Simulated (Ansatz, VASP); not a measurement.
# Two plane-wave programs on AlB2N3

```
Al B N
1.0
    -1.53942    1.53942    6.53119
     1.53942   -1.53942    6.53119
     1.53942    1.53942   -6.53119
Al B N
1 2 3
Direct
  0.50000 0.50000 0.00000
  0.83333 0.83333 0.00000
  0.16667 0.16667 0.00000
  0.00000 0.00000 0.00000
  0.66667 0.66667 0.00000
  0.33333 0.33333 0.00000
```

Alike in both runs: task relaxation of cell and atoms; functional PBE; k mesh 8 × 8 × 8; occupations gaussian, width 0.1 eV; no spin polarisation.

|  | VASP | Ansatz |
| --- | --- | --- |
| version | VASP 6.6.1 | Ansatz 0.2.0 |
| potentials or method | VASP PAW PBE potentials, release 64 (Al, B, N), cutoff 600 eV | scalar-relativistic, plane waves, PAW |
| valence electrons in the cell | 24 | 24 |

|  | VASP | Ansatz | Ansatz less VASP |
| --- | --- | --- | --- |
| gap on the k mesh at the Fermi level, each at its own relaxed structure (eV) | 0.88 | 0.89 | +0.013 |
| relaxed volume (Å³/atom) | 6.69 | 6.69 | +0.002 |
| relaxed cell length with the largest relative difference (Å) | 5.792 | 5.785 | -0.0073 |

Noted on VASP's run: the volume moved by over 15 % at a fixed basis, so the end points are rough.
